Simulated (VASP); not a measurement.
# Cr (P6_3/mmc) in VASP: a series of runs, part 2 of 2

VASP 6.6.1.

**3. Single point, r2SCAN, collinear spin, antiferromagnetic start**

POSCAR reads:

```
Cr
1.0
    2.9345443219      0.0000000000      0.0000000000
   -1.4672721609      2.5413899313      0.0000000000
    0.0000000000      0.0000000000      3.9869567669
Cr
2
Direct
    0.3333333333      0.6666666667      0.2500000000
    0.6666666667      0.3333333333      0.7500000000
```

INCAR.step1 reads:

```
PREC = Accurate
ENCUT = 520
ISMEAR = -1
SIGMA = 0.05
LREAL = False
LASPH = True
NELM = 150
ISPIN = 2
MAGMOM = 1.5 -1.5
LMAXMIX = 4
NBANDS = 23
GGA = PE
ALGO = Normal
EDIFF = 1E-4
LWAVE = True
LCHARG = False
```

INCAR.step2 reads:

```
PREC = Accurate
ENCUT = 520
EDIFF = 1E-6
ISMEAR = -1
SIGMA = 0.05
LREAL = False
LASPH = True
NELM = 150
ALGO = Normal
ISIF = 2
LWAVE = False
LCHARG = True
ISPIN = 2
MAGMOM = 1.5 -1.5
LORBIT = 11
LMAXMIX = 4
METAGGA = R2SCAN
LMIXTAU = True
LELF = True
LVHAR = True
NBANDS = 23
ISTART = 1
```

KPOINTS reads:

```
Automatic mesh
0
Gamma
  14 14 8
```

Potentials or basis: VASP PAW PBE potentials, release 64 (Cr_pv).

On the command line:

```sh
cat potpaw_PBE.64/Cr_pv/POTCAR > POTCAR
cp INCAR.step1 INCAR
mpirun -np 1 vasp_std > vasp.out
cp INCAR.step2 INCAR
mpirun -np 1 vasp_std > vasp.out
```

OUTCAR:

```text
PREC = Accurate
   ENCUT = 520
   EDIFF = 1E-6
   ISMEAR = -1
   LREAL = False
   LASPH = True
   NELM = 150
   ISIF = 2
   ISPIN = 2
   LORBIT = 11
   METAGGA = R2SCAN
   ISTART = 1

 ion  position               nearest neighbor table
   1  0.333  0.667  0.250-   2 2.62   2 2.62   2 2.62   2 2.62   2 2.62   2 2.62
   2  0.667  0.333  0.750-   1 2.62   1 2.62   1 2.62   1 2.62   1 2.62   1 2.62

  LATTYP: Found a hexagonal cell.
 ALAT       =     2.9345443219
 C/A-ratio  =     1.3586289146

  Lattice vectors:
[... 1469 lines left out ...]
  external PRESSURE =       1.8886128 kB  Pullay stress =       0.0000000 kB

 VOLUME and BASIS-vectors are now :
 -----------------------------------------------------------------------------
  energy-cutoff  :      520.00
  volume of cell :       29.73
      direct lattice vectors                 reciprocal lattice vectors
     2.934544322  0.000000000  0.000000000     0.340768409  0.196742733  0.000000000
    -1.467272161  2.541389931  0.000000000     0.000000000  0.393485465  0.000000000
     0.000000000  0.000000000  3.986956767     0.000000000  0.000000000  0.250817869

 POSITION                                       TOTAL-FORCE (eV/Angst)
 -----------------------------------------------------------------------------------
     -0.00000      1.69426      0.99674         0.000000     -0.000000      0.000000
      1.46727      0.84713      2.99022        -0.000000      0.000000      0.000000
 -----------------------------------------------------------------------------------
    total drift:                                0.000000     -0.000000      0.000000

  FREE ENERGIE OF THE ION-ELECTRON SYSTEM (eV)
  ---------------------------------------------------
  free  energy   TOTEN  =       -29.1685715233 eV

  energy  without entropy=      -29.1500493874  energy(sigma->0) =      -29.15931046

 total charge

# of ion       s       p       d       tot
------------------------------------------
    1        0.566   6.255   4.090  10.912
    2        0.566   6.255   4.090  10.912
--------------------------------------------------
tot          1.133  12.511   8.181  21.824

 magnetization (x)

# of ion       s       p       d       tot
------------------------------------------
    1        0.062   0.036   3.136   3.235
    2       -0.062  -0.036  -3.136  -3.235
--------------------------------------------------
tot          0.000   0.000  -0.000  -0.000
```

OSZICAR.step1:

```text
N       E                     dE             d eps       ncg     rms          rms(c)
DAV:   1     0.245098989496E+03    0.24510E+03   -0.14007E+04 11080   0.125E+03
DAV:   2    -0.125445494642E+02   -0.25764E+03   -0.24926E+03 11222   0.372E+02
DAV:   3    -0.204471118318E+02   -0.79026E+01   -0.78469E+01 13840   0.779E+01
DAV:   4    -0.205251481203E+02   -0.78036E-01   -0.77883E-01 12287   0.766E+00
DAV:   5    -0.205262858081E+02   -0.11377E-02   -0.11366E-02 12085   0.891E-01    0.144E+01
DAV:   6    -0.175888037440E+02    0.29375E+01   -0.14485E+01 11397   0.373E+01    0.590E+00
DAV:   7    -0.176106112162E+02   -0.21807E-01   -0.76907E-01 11726   0.859E+00    0.260E+00
DAV:   8    -0.176741371754E+02   -0.63526E-01   -0.20785E-01 12076   0.186E+00    0.226E+00
DAV:   9    -0.177792033803E+02   -0.10507E+00   -0.64704E-01 12659   0.330E+00    0.160E+00
DAV:  10    -0.177995316067E+02   -0.20328E-01   -0.95990E-02 12664   0.203E+00    0.703E-01
DAV:  11    -0.178083293149E+02   -0.87977E-02   -0.70363E-02 11838   0.102E+00    0.271E-01
DAV:  12    -0.178085905281E+02   -0.26121E-03   -0.24908E-03 11838   0.334E-01    0.111E-01
DAV:  13    -0.178086129195E+02   -0.22391E-04   -0.62229E-04  9398   0.117E-01
   1 F= -.17808613E+02 E0= -.17799826E+02  d E =-.175738E-01  mag=     0.0000
```

Wall time 5.4 min (1 thread of Intel Xeon Platinum 8488C (Sapphire Rapids), shared host); peak memory 0.25 GiB.

What came out:

```
Free energy                                           : -29.1686 eV
Pressure                                              : 0.2 GPa
Band gap on the k mesh                                : zero (filled and empty bands overlap)
Net moment                                            : 0.00 μB per cell
Site moments                                          : Cr +3.23, -3.23 μB
Valence electrons inside the program's atomic spheres : Cr 10.91
```

Levels at points of the mesh, in eV from the Fermi level:
Spin up:
| k point | band 10 | band 11 | band 12 | band 13 | band 14 | band 15 |
| --- | --- | --- | --- | --- | --- | --- |
| (0.00, 0.00, 0.00) | -1.68 | -1.14 | -1.14 | 1.34 | 1.45 | 1.81 |
| (0.50, 0.00, 0.00) | -2.05 | -1.76 | -0.01 | 1.02 | 1.27 | 1.52 |
| (0.00, 0.00, 0.50) | -1.85 | -1.51 | -1.31 | -1.31 | 1.37 | 1.67 |
| (0.50, 0.00, 0.50) | -1.38 | -0.56 | -0.28 | -0.03 | 1.30 | 1.74 |
Spin down:
```csv
k point,band 9,band 10,band 11,band 12,band 13,band 14,band 15,band 16
"(0.00, 0.00, 0.00)",-1.68,-1.68,-1.14,-1.14,1.34,1.45,1.81,2.09
"(0.50, 0.00, 0.00)",-3.02,-2.05,-1.76,-0.01,1.02,1.27,1.52,2.53
"(0.00, 0.00, 0.50)",-1.85,-1.85,-1.51,-1.31,-1.31,1.37,1.67,2.62
"(0.50, 0.00, 0.50)",-1.92,-1.38,-0.56,-0.28,-0.03,1.30,1.74,2.28
```

Caveat: the PAW data sets were made with another functional, which shifts forces and pressure a little.

**4. Single point, r2SCAN, collinear spin, antiferromagnetic start**

POSCAR is that of step 3.

INCAR.step1 reads:

```
SYSTEM = Cr
ALGO = Normal
EDIFF = 1E-4
ENCUT = 520
GGA = PE
ISMEAR = -1
ISPIN = 2
LASPH = .TRUE.
LCHARG = .FALSE.
LMAXMIX = 4
LREAL = .FALSE.
LWAVE = .TRUE.
MAGMOM = 3.096 -3.096
NBANDS = 23
NELM = 150
PREC = Accurate
SIGMA = 0.05
```

INCAR.step2 reads:

```
SYSTEM = Cr
ALGO = Normal
EDIFF = 1E-6
ENCUT = 520
ISIF = 2
ISMEAR = -1
ISPIN = 2
ISTART = 1
LASPH = .TRUE.
LCHARG = .FALSE.
LMAXMIX = 4
LMIXTAU = .TRUE.
LORBIT = 11
LREAL = .FALSE.
LWAVE = .FALSE.
MAGMOM = 3.096 -3.096
METAGGA = R2SCAN
NBANDS = 23
NELM = 150
PREC = Accurate
SIGMA = 0.05
```

KPOINTS reads:

```
k-points
0
G
  14 14 9
  0 0 0
```

Potentials or basis: VASP PAW PBE potentials, release 64 (Cr_pv).

On the command line:

```sh
cat potpaw_PBE.64/Cr_pv/POTCAR > POTCAR
cp INCAR.step1 INCAR
mpirun -np 1 vasp_std > vasp.out
cp INCAR.step2 INCAR
mpirun -np 1 vasp_std > vasp.out
```

OUTCAR:

```text
SYSTEM = Cr
   EDIFF = 1E-6
   ENCUT = 520
   ISIF = 2
   ISMEAR = -1
   ISPIN = 2
   ISTART = 1
   LASPH = .TRUE.
   LORBIT = 11
   LREAL = .FALSE.
   METAGGA = R2SCAN
   NELM = 150
   PREC = Accurate

 ion  position               nearest neighbor table
   1  0.333  0.667  0.250-   2 2.62   2 2.62   2 2.62   2 2.62   2 2.62   2 2.62
   2  0.667  0.333  0.750-   1 2.62   1 2.62   1 2.62   1 2.62   1 2.62   1 2.62

  LATTYP: Found a hexagonal cell.
 ALAT       =     2.9345443219
 C/A-ratio  =     1.3586289146

  Lattice vectors:

 A1 = (   2.9345443219,   0.0000000000,   0.0000000000)
[... 1468 lines left out ...]

 VOLUME and BASIS-vectors are now :
 -----------------------------------------------------------------------------
  energy-cutoff  :      520.00
  volume of cell :       29.73
      direct lattice vectors                 reciprocal lattice vectors
     2.934544322  0.000000000  0.000000000     0.340768409  0.196742733  0.000000000
    -1.467272161  2.541389931  0.000000000     0.000000000  0.393485465  0.000000000
     0.000000000  0.000000000  3.986956767     0.000000000  0.000000000  0.250817869

 POSITION                                       TOTAL-FORCE (eV/Angst)
 -----------------------------------------------------------------------------------
     -0.00000      1.69426      0.99674        -0.000000      0.000000      0.000000
      1.46727      0.84713      2.99022         0.000000     -0.000000      0.000000
 -----------------------------------------------------------------------------------
    total drift:                                0.000000     -0.000000      0.000000

  FREE ENERGIE OF THE ION-ELECTRON SYSTEM (eV)
  ---------------------------------------------------
  free  energy   TOTEN  =       -29.1705668210 eV

  energy  without entropy=      -29.1543106502  energy(sigma->0) =      -29.16243874

 total charge

# of ion       s       p       d       tot
------------------------------------------
    1        0.564   6.255   4.092  10.910
    2        0.564   6.255   4.092  10.910
--------------------------------------------------
tot          1.128  12.510   8.183  21.821

 magnetization (x)

# of ion       s       p       d       tot
------------------------------------------
    1        0.061   0.036   3.141   3.238
    2       -0.061  -0.036  -3.141  -3.238
--------------------------------------------------
tot          0.000   0.000   0.000   0.000
```

It took 4.5 min on 1 thread of Intel Xeon Platinum 8488C (Sapphire Rapids), shared host; peak memory 0.24 GiB.

What came out:

```
Free energy                                           : -29.1706 eV
Pressure                                              : 0.3 GPa
Band gap on the k mesh                                : zero (filled and empty bands overlap)
Net moment                                            : 0.00 μB per cell
Site moments                                          : Cr +3.24, -3.24 μB
Valence electrons inside the program's atomic spheres : Cr 10.91
```

Levels at points of the mesh, in eV from the Fermi level:
Spin up:
| k point | band 9 | band 10 | band 11 | band 12 | band 13 | band 14 | band 15 | band 16 |
| --- | --- | --- | --- | --- | --- | --- | --- | --- |
| (0.00, 0.00, 0.00) | -1.69 | -1.69 | -1.15 | -1.15 | 1.34 | 1.44 | 1.80 | 2.09 |
| (0.50, 0.00, 0.00) | -3.03 | -2.06 | -1.77 | -0.01 | 1.01 | 1.26 | 1.52 | 2.52 |
Spin down:
| k point | band 8 | band 9 | band 10 | band 11 | band 12 | band 13 | band 14 | band 15 | band 16 | band 17 |
| --- | --- | --- | --- | --- | --- | --- | --- | --- | --- | --- |
| (0.00, 0.00, 0.00) | -3.74 | -1.69 | -1.69 | -1.15 | -1.15 | 1.34 | 1.44 | 1.80 | 2.09 | 2.09 |
| (0.50, 0.00, 0.00) | -3.16 | -3.03 | -2.06 | -1.77 | -0.01 | 1.01 | 1.26 | 1.52 | 2.52 | 3.71 |

Caveat: the PAW data sets were made with another functional, which shifts forces and pressure a little.

**5. Single point, r2SCAN, collinear spin, antiferromagnetic start (volume scaled by 1.04)**

POSCAR reads:

```
Cr
1.0
    2.9731611757      0.0000000000      0.0000000000
   -1.4865805878      2.5748331077      0.0000000000
    0.0000000000      0.0000000000      4.0394227410
Cr
2
Direct
    0.3333333333      0.6666666667      0.2500000000
    0.6666666667      0.3333333333      0.7500000000
```

INCAR.step1 reads:

```
PREC = Accurate ; ENCUT = 520
ISMEAR = -1 ; SIGMA = 0.05
LREAL = F ; LASPH = T
NELM = 150 ; ISPIN = 2
MAGMOM = 3.096 -3.096 ; LMAXMIX = 4
NBANDS = 23 ; GGA = PE
ALGO = Normal ; EDIFF = 1E-4
LWAVE = T ; LCHARG = F
```

INCAR.step2 reads:

```
PREC = Accurate ; ENCUT = 520
EDIFF = 1E-6 ; ISMEAR = -1
SIGMA = 0.05 ; LREAL = F
LASPH = T ; NELM = 150
ALGO = Normal ; ISIF = 2
LWAVE = F ; LCHARG = T
ISPIN = 2 ; MAGMOM = 3.096 -3.096
LORBIT = 11 ; LMAXMIX = 4
METAGGA = R2SCAN ; LMIXTAU = T
LELF = T ; LVHAR = T
NBANDS = 23 ; ISTART = 1
```

KPOINTS reads:

```
Automatic mesh
0
Gamma
  14 14 9
```

On the command line:

```sh
cat potpaw_PBE.64/Cr_pv/POTCAR > POTCAR
cp INCAR.step1 INCAR
mpirun -np 1 vasp_std > vasp.out
cp INCAR.step2 INCAR
mpirun -np 1 vasp_std > vasp.out
```

Run time: 4.7 min. Hardware: 1 thread of Intel Xeon Platinum 8488C (Sapphire Rapids), shared host; peak memory 0.25 GiB.

It converged, with:

| Item | Value |
| --- | --- |
| Free energy | -29.1640 eV |
| Pressure | -2.3 GPa |
| Band gap on the k mesh | zero (filled and empty bands overlap) |
| Net moment | 0.00 μB per cell |
| Site moments | Cr +3.34, -3.34 μB |
| Valence electrons inside the program's atomic spheres | Cr 10.86 |

Stress tensor (GPa, compression positive):
```
-2.02  0.00  0.00
 0.00 -2.02  0.00
 0.00  0.00 -2.81
```

Levels at points of the mesh, in eV from the Fermi level:
Spin up:
```
           k point  band 8  band 9  band 10  band 11  band 12  band 13  band 14  band 15  band 16  band 17
(0.00, 0.00, 0.00)   -3.56   -1.65    -1.65    -1.13    -1.13     1.41     1.53     1.71     2.26     2.26
(0.50, 0.00, 0.00)   -3.01   -2.91    -2.00    -1.70    -0.07     1.12     1.32     1.59     2.44     3.75
```
Spin down:
```csv
k point,band 9,band 10,band 11,band 12,band 13,band 14,band 15,band 16
"(0.00, 0.00, 0.00)",-1.65,-1.65,-1.13,-1.13,1.41,1.53,1.71,2.26
"(0.50, 0.00, 0.00)",-2.91,-2.00,-1.70,-0.07,1.12,1.32,1.59,2.44
```

Caveat: the PAW data sets were made with another functional, which shifts forces and pressure a little.

**6. Overview**

| cell | k mesh | smearing | gap on the mesh (eV) | pressure (GPa) | moment (μB) |
| --- | --- | --- | --- | --- | --- |
| a = 2.935, b = 2.935, c = 3.987 Å, angles 90.0, 90.0, 120.0°, 2 atoms | 6 × 6 × 4 | fermi-dirac 0.1 eV | none | 0.0 | 0.00 |
| a = 2.935, b = 2.935, c = 3.987 Å, angles 90.0, 90.0, 120.0°, 2 atoms | 14 × 14 × 8 | fermi-dirac 0.05 eV | none | 0.2 | 0.00 |
| a = 2.935, b = 2.935, c = 3.987 Å, angles 90.0, 90.0, 120.0°, 2 atoms | 14 × 14 × 9 | fermi-dirac 0.05 eV | none | 0.3 | 0.00 |
| a = 2.973, b = 2.973, c = 4.039 Å, angles 90.0, 90.0, 120.0°, 2 atoms | 14 × 14 × 9 | fermi-dirac 0.05 eV | none | -2.3 | 0.00 |

Alike in all rows: task single point; level r2SCAN; potentials or basis VASP PAW PBE potentials, release 64 (Cr_pv); spin collinear, antiferromagnetic start; cutoff (eV) 520.

Caveats: some runs use coarse meshes; the PAW data sets were made with another functional, which shifts forces and pressure a little.

Absolute energies hang on the potentials; compare differences alone.
